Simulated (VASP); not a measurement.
# C (P6_3/mmc) in VASP: a series of runs

Runs on C. Level: PBEsol. Tasks: single point.

Program: VASP 6.6.1. These are calculated values, not measurements. Logs are shortened: lines on timing, memory, paths and dates and some standing lists are left out, and cuts for length are marked.

### Step 1. The cell of the first run

It takes space group P6_3/mmc (No. 194, hexagonal). Conventional cell: a = 2.461 Å, b = 2.461 Å, c = 4.073 Å, α = 90.00°, β = 90.00°, γ = 120.00°. C (site symmetry 3m) has 4 C at 1.51 to 1.52 Å within 2.0 Å.

### Step 2. Single point, PBEsol (strained cell)

Input file INCAR:

```
PREC     = Accurate       # precision mode
ENCUT    = 520            # plane-wave cutoff, eV
EDIFF    = 1E-6           # SCF threshold, eV
ISMEAR   = 0              # smearing method
SIGMA    = 0.02           # smearing width, eV
LREAL    = F              # projectors in reciprocal space
LASPH    = T              # aspherical terms in the spheres
NELM     = 100            # most SCF steps
ALGO     = Normal         # electronic algorithm
ISIF     = 2              # what is computed and relaxed
LWAVE    = F              # write WAVECAR
LCHARG   = T              # write CHGCAR
GGA      = PS             # functional
LELF     = T              # ELF
LVHAR    = T            
NBANDS   = 16             # bands
```

Input file KPOINTS:

```
regular mesh
0
Gamma
  9 9 6
```

Input file POSCAR:

```
C
1.0
    2.4612466107      0.0000000000      0.0000000000
   -1.2306233054      2.1315020899      0.0000000000
    0.0000000000      0.0000000000      4.0732164421
C
4
Direct
    0.3333333333      0.6666666667     -0.0001040124
    0.6666666667      0.3333333333      0.4998959876
    0.3333333333      0.6666666667      0.3741040124
    0.6666666667      0.3333333333      0.8741040124
```

Potentials or basis: VASP PAW PBE potentials, release 64 (C).

On the command line:

```sh
> cat potpaw_PBE.64/C/POTCAR > POTCAR
> mpirun -np 1 vasp_std > vasp.out
```

OUTCAR:

```text
PREC = Accurate
   ENCUT = 520
   EDIFF = 1E-6
   ISMEAR = 0
   LREAL = F
   LASPH = T
   NELM = 100
   ISIF = 2
   GGA = PS

 ion  position               nearest neighbor table
   1  0.333  0.667  1.000-   4 1.51   4 1.51   4 1.51   3 1.52
   2  0.667  0.333  0.500-   3 1.51   3 1.51   3 1.51   4 1.52
   3  0.333  0.667  0.374-   2 1.51   2 1.51   2 1.51   1 1.52
   4  0.667  0.333  0.874-   1 1.51   1 1.51   1 1.51   2 1.52

  LATTYP: Found a hexagonal cell.
 ALAT       =     2.4612466107
 C/A-ratio  =     1.6549403966

  Lattice vectors:

 A1 = (   2.4612466107,   0.0000000000,   0.0000000000)
 A2 = (  -1.2306233054,   2.1315020899,   0.0000000000)
 A3 = (   0.0000000000,   0.0000000000,   4.0732164421)

Analysis of symmetry for initial positions (statically):
=====================================================================
 Subroutine PRICEL returns:
 Original cell was already a primitive cell.

 Routine SETGRP: Setting up the symmetry group for a
 hexagonal supercell.

 Subroutine GETGRP returns: Found 24 space group operations
 (whereof  6 operations were pure point group operations)
 out of a pool of 24 trial point group operations.

The static configuration has the point symmetry C_3v.
 The point group associated with its full space group is D_6h.

Analysis of symmetry for dynamics (positions and initial velocities):
=====================================================================
 Subroutine PRICEL returns:
 Original cell was already a primitive cell.

 Routine SETGRP: Setting up the symmetry group for a
 hexagonal supercell.

 Subroutine GETGRP returns: Found 24 space group operations
 (whereof  6 operations were pure point group operations)
 out of a pool of 24 trial point group operations.

The dynamic configuration has the point symmetry C_3v.
 The point group associated with its full space group is D_6h.

 Subroutine INISYM returns: Found 24 space group operations
 (whereof  6 operations are pure point group operations),
 and found     1 'primitive' translations

----------------------------------------------------------------------------------------

                                     Primitive cell

  volume of cell :      21.3687

  direct lattice vectors                    reciprocal lattice vectors
     2.461246611  0.000000000  0.000000000     0.406298173  0.234576359  0.000000000
    -1.230623305  2.131502090  0.000000000     0.000000000  0.469152719  0.000000000
     0.000000000  0.000000000  4.073216442     0.000000000  0.000000000  0.245506227

  length of vectors
     2.461246611  2.461246611  4.073216442     0.469152719  0.469152719  0.245506227

  position of ions in fractional coordinates (direct lattice)
     0.333333333  0.666666667  0.999895988
     0.666666667  0.333333333  0.499895988
     0.333333333  0.666666667  0.374104012
     0.666666667  0.333333333  0.874104012

  ion indices of the primitive-cell ions
   primitive index   ion index
                 1           1
                 2           2
                 3           3
                 4           4

----------------------------------------------------------------------------------------

 KPOINTS: regular mesh

Automatic generation of k-mesh.
 Grid dimensions read from file:
 generate k-points for:    9    9    6

 Generating k-lattice:

  Cartesian coordinates                     Fractional coordinates (reciprocal lattice)
     0.045144241  0.026064040  0.000000000     0.111111111  0.000000000  0.000000000
     0.000000000  0.052128080  0.000000000     0.000000000  0.111111111  0.000000000
     0.000000000  0.000000000  0.040917704     0.000000000  0.000000000  0.166666667

  Length of vectors
     0.052128080  0.052128080  0.040917704

  Shift w.r.t. Gamma in fractional coordinates (k-lattice)
     0.000000000  0.000000000  0.000000000

 Subroutine IBZKPT returns following result:
 ===========================================

 Found     48 irreducible k-points:

 Following reciprocal coordinates:
            Coordinates               Weight
  0.000000  0.000000  0.000000      1.000000
  0.111111 -0.000000  0.000000      6.000000
  0.222222 -0.000000  0.000000      6.000000
  0.333333 -0.000000  0.000000      6.000000
  0.444444 -0.000000  0.000000      6.000000
  0.111111  0.111111  0.000000      6.000000
[... 16 lines left out ...]
  0.333333  0.222222  0.166667     24.000000
  0.333333  0.333333  0.166667      4.000000
 [... further k-points ...]
   k-points           NKPTS =     48   k-points in BZ     NKDIM =     48   number of bands    NBANDS=     16
   number of dos      NEDOS =    301   number of ions     NIONS =      4
   total plane-waves  NPLWV =   9720
   dimension x,y,z NGX =    18 NGY =   18 NGZ =   30
   dimension x,y,z NGXF=    36 NGYF=   36 NGZF=   60
   ions per type =               4
   NGX,Y,Z   is equivalent  to a cutoff of  12.16, 12.16, 12.24 a.u.
   NGXF,Y,Z  is equivalent  to a cutoff of  24.32, 24.32, 24.49 a.u.
 SYSTEM =  unknown system
   PREC   = accura    normal or accurate (medium, high low for compatibility)
   ISTART =      0    job   : 0-new  1-cont  2-samecut
   ICHARG =      2    charge: 1-file 2-atom 10-const
   ISPIN  =      1    spin polarized calculation?
   LNONCOLLINEAR =      F non collinear calculations
   LSORBIT =      F    spin-orbit coupling
   LASPH  =      T    aspherical Exc in radial PAW
   ENCUT  =  520.0 eV  38.22 Ry    6.18 a.u.   4.58  4.58  7.57*2*pi/ulx,y,z
   NELM   =    100;   NELMIN=  2; NELMDL= -5     # of ELM steps
   EDIFF  = 0.1E-05   stopping-criterion for ELM
   LREAL  =      F    real-space projection
   EDIFFG = 0.1E-04   stopping-criterion for IOM
   NSW    =      0    number of steps for IOM
   IBRION =     -1    ionic relax: 0-MD 1-quasi-New 2-CG
   NFREE  =      0    steps in history (QN), initial steepest desc. (CG)
   ISIF   =      2    stress and relaxation
   ISYM   =      2    0-nonsym 1-usesym 2-fastsym
   POTIM  = 0.5000    time-step for ionic-motion
   TEBEG  =    0.0;   TEEND  =   0.0 temperature during run
   PSTRESS=    0.0 pullay stress
   NELECT =      16.0000    total number of electrons
   NUPDOWN=      -1.0000    fix difference up-down
   EMIN   =  10.00;   EMAX   =-10.00  energy-range for DOS
   EFERMI =   0.00;   METHOD = LEGACY
   ISMEAR =     0;   SIGMA  =   0.02  broadening in eV -4-tet -1-fermi 0-gaus
   EFERMI_NEDOS =   21; number of points for ismear=-14 and -15
   IALGO  =     38    algorithm
   IMIX   =      4    mixing-type and parameters
     AMIX     =   0.40;   BMIX     =  1.00
     AMIX_MAG =   1.60;   BMIX_MAG =  1.00
  volume/ion in A,a.u.               =       5.34        36.05
  Fermi-wavevector in a.u.,A,eV,Ry     =   1.486581  2.809232 30.067845  2.209924
  Thomas-Fermi vector in A             =   2.599850
   LORBIT       =      0    0 simple, 1 ext, 2 COOP (PROOUT), +10 PAW based schemes
   GGA     = PS    functional components
   LHFCALC =     F    Hartree Fock is set to
   AEXX    =    0.0000 exact exchange contribution
   IVDW    =     0    specifies the selected vdW correction
   LEPSILON=     F    determine dielectric tensor
   LRPA    =     F    only Hartree local field effects (RPA)
 non-spin polarized calculation
 Gauss-broadening in eV      SIGMA  =   0.02
  energy-cutoff  :      520.00
  volume of cell :       21.37
 maximum number of plane-waves:       592
   NGX =  9   NGY =  9   NGZ = 15

 number of electron      15.9999996 magnetization

 Free energy of the ion-electron system (eV)
  ---------------------------------------------------
  ext. energy  EPLUGINS =         0.00000000
  ---------------------------------------------------
  free energy    TOTEN  =       -38.30428832 eV

  energy without entropy =      -38.30428832  energy(sigma->0) =      -38.30428832

 E-fermi :  11.0455     XC(G=0): -13.7234

 val. band max:       10.9347082249   @ k =   0.0000   0.0000   0.0000
 cond. band min:      13.7803745231   @ k =   0.3333   0.3333   0.0000
 fundamental gap:      2.8456662982
 Fermi energy:        11.0454747620

 k-point     1 :       0.0000    0.0000    0.0000
  band No.  band energies     occupation
      1     -11.7707      2.00000
      2      -5.7080      2.00000
      3      -3.6041      2.00000
      4       7.5713      2.00000
      5       7.5713      2.00000
      6      10.3639      2.00000
[... 8 lines left out ...]
     15      26.6127      0.00000
     16      28.8047      0.00000

 k-point     2 :       0.1111   -0.0000    0.0000
  band No.  band energies     occupation
      1     -11.4518      2.00000
      2      -5.4239      2.00000
      3      -3.3010      2.00000
      4       6.0743      2.00000
      5       6.9325      2.00000
      6       9.6695      2.00000
[... 8 lines left out ...]
     15      26.9144      0.00000
     16      27.4579      0.00000

 k-point     3 :       0.2222   -0.0000    0.0000
  band No.  band energies     occupation
      1     -10.5011      2.00000
      2      -4.5759      2.00000
      3      -2.4281      2.00000
      4       2.9427      2.00000
      5       5.6970      2.00000
      6       7.0050      2.00000
[... 8 lines left out ...]
     15      25.5674      0.00000
     16      27.6223      0.00000

 k-point     4 :       0.3333   -0.0000    0.0000
  band No.  band energies     occupation
      1      -8.9441      2.00000
      2      -3.1822      2.00000
      3      -1.4380      2.00000
      4      -0.0621      2.00000
      5       4.0602      2.00000
      6       4.6370      2.00000
[... 8 lines left out ...]
     15      26.5714      0.00000
     16      27.6377      0.00000

 k-point     5 :       0.4444   -0.0000    0.0000
  band No.  band energies     occupation
      1      -6.9098      2.00000
      2      -3.7278      2.00000
      3      -1.3234      2.00000
      4       0.7165      2.00000
      5       1.3481      2.00000
      6       4.0586      2.00000
[... 8 lines left out ...]
     15      28.1402      0.00000
     16      29.5814      0.00000

 k-point     6 :       0.1111    0.1111    0.0000
  band No.  band energies     occupation
      1     -10.8168      2.00000
      2      -4.8577      2.00000
      3      -2.7110      2.00000
      4       4.1547      2.00000
      5       5.5396      2.00000
      6       8.0031      2.00000
[... 8 lines left out ...]
     15      26.3649      0.00000
     16      27.3264      0.00000
[... 267 lines left out ...]
 k-point    21 :       0.4444    0.1111    0.1667
  band No.  band energies     occupation
      1      -5.8118      2.00000
      2      -4.1787      2.00000
      3      -1.5894      2.00000
      4      -0.0545      2.00000
      5       2.3492      2.00000
      6       3.2121      2.00000
[... 8 lines left out ...]
     15      27.5323      0.00000
     16      29.7901      0.00000

 k-point    22 :       0.2222    0.2222    0.1667
  band No.  band energies     occupation
      1      -7.8389      2.00000
      2      -3.5359      2.00000
      3      -0.7504      2.00000
      4       1.5787      2.00000
      5       1.7295      2.00000
      6       3.1967      2.00000
[... 8 lines left out ...]
     15      25.1143      0.00000
     16      27.6794      0.00000

 k-point    23 :       0.3333    0.2222    0.1667
  band No.  band energies     occupation
      1      -5.8550      2.00000
      2      -3.0613      2.00000
      3      -1.5632      2.00000
      4       0.5270      2.00000
      5       1.0849      2.00000
      6       2.9332      2.00000
[... 8 lines left out ...]
     15      26.7147      0.00000
     16      28.1787      0.00000

 k-point    24 :       0.3333    0.3333    0.1667
  band No.  band energies     occupation
      1      -4.0866      2.00000
      2      -4.0866      2.00000
      3      -0.8328      2.00000
      4       0.0628      2.00000
      5       0.0628      2.00000
      6       2.9431      2.00000
[... 8 lines left out ...]
     15      27.2949      0.00000
     16      27.2949      0.00000

 [... further k-points ...]

------------------------ aborting loop because EDIFF is reached ----------------------------------------

  FORCE on cell =-STRESS in cart. coord.  units (eV):
  Direction    XX          YY          ZZ          XY          YZ          ZX
  --------------------------------------------------------------------------------------
  -------------------------------------------------------------------------------------
  Total        3.1685838      3.1685838      4.4578167     -0.0000000     -0.0000000      0.0000000
  in kB      237.5731736    237.5731736    334.2369092     -0.0000000     -0.0000000      0.0000000
  external PRESSURE =     269.7944188 kB  Pullay stress =       0.0000000 kB

 VOLUME and BASIS-vectors are now :
 -----------------------------------------------------------------------------
  energy-cutoff  :      520.00
  volume of cell :       21.37
      direct lattice vectors                 reciprocal lattice vectors
     2.461246611  0.000000000  0.000000000     0.406298173  0.234576359  0.000000000
    -1.230623305  2.131502090  0.000000000     0.000000000  0.469152719  0.000000000
     0.000000000  0.000000000  4.073216442     0.000000000  0.000000000  0.245506227

 POSITION                                       TOTAL-FORCE (eV/Angst)
 -----------------------------------------------------------------------------------
     -0.00000      1.42100      4.07279        -0.000000     -0.000000      0.003162
      1.23062      0.71050      2.03618         0.000000      0.000000      0.003162
     -0.00000      1.42100      1.52381        -0.000000     -0.000000     -0.003162
      1.23062      0.71050      3.56041        -0.000000      0.000000     -0.003162
 -----------------------------------------------------------------------------------
    total drift:                               -0.000000      0.000000     -0.000031

  FREE ENERGIE OF THE ION-ELECTRON SYSTEM (eV)
  ---------------------------------------------------
  free  energy   TOTEN  =       -38.3042883192 eV

  energy  without entropy=      -38.3042883192  energy(sigma->0) =      -38.30428832
```

Wall time 22 s (1 thread of Intel Xeon 8259CL, shared host); peak memory 0.13 GiB.

What came out:

```yaml
Free_energy: -38.3043 eV
Pressure: 27.0 GPa
Largest_force: 0.003 eV/Å
Band_gap_on_the_k_mesh: 2.85 eV (least direct gap 4.91 eV)
```

Forces in eV/Å, atoms in the order of the input:
```
C    0.000  0.000  0.003
C    0.000  0.000  0.003
C    0.000  0.000 -0.003
C    0.000  0.000 -0.003
```

Stress tensor (GPa, compression positive):
```
23.76  0.00  0.00
 0.00 23.76  0.00
 0.00  0.00 33.42
```

Levels at points of the mesh, in eV from the valence-band top:
```tsv
k point	band 4	band 5	band 6	band 7	band 8	band 9	band 10	band 11	band 12	band 13
(0.00, 0.00, 0.00)	-3.36	-3.36	-0.57	0.00	0.00	4.91	4.91	5.61	8.69	9.84
(0.00, 0.00, 0.50)	-7.37	-2.03	-2.03	-2.03	-2.03	7.36	7.36	7.36	7.36	7.99
```

Caveat: the cell differs from its parent crystal (strained cell); the cell stands under pressure; the PAW data sets were made with another functional, which shifts forces and pressure a little; an odd mesh through Γ misses points on the zone boundary, where band edges can lie.

(Continued in part 2 of 3.)
